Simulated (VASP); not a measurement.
Runs of VASP 6.6.1 on In3GaP4. The structure is that of space group I-42m (No. 121), or close to it. The cells are those of the table. 

| cell | gap on the mesh (eV) | pressure (GPa) | largest force (eV/Å) |
| --- | --- | --- | --- |
| a = 7.088 Å, angles 131.8, 131.8, 70.6°, 8 atoms | (c) | (b) | 0.01 |
| a = 6.943 Å, angles 131.8, 131.8, 70.6°, 8 atoms | 1.64 | 5.0 | 0.03 |
| a = 7.016 Å, angles 131.8, 131.8, 70.6°, 8 atoms | 1.44 | (a) | 0.01 |
| a = 7.158 Å, angles 131.8, 131.8, 70.6°, 8 atoms | 1.06 | -2.1 | 0.02 |

Alike in all rows: task single point; level r2SCAN; potentials or basis VASP PAW PBE potentials, release 64 (Ga_d, P, In_d); no spin polarisation; k mesh 6 × 6 × 6; cutoff (eV) 520; smearing gaussian 0.01 eV.

Task: Estimate the missing entries.

Result: (a) 2.3; (b) -0.1; (c) 1.25.

Caveats: the PAW data sets were made with another functional, which shifts forces and pressure a little; spin-orbit coupling is left out, which moves the levels of the heavy elements; the cell stands under pressure (at least some runs).

A k mesh can miss the band edges, and the runs leave out spin-orbit coupling on Ga, In.
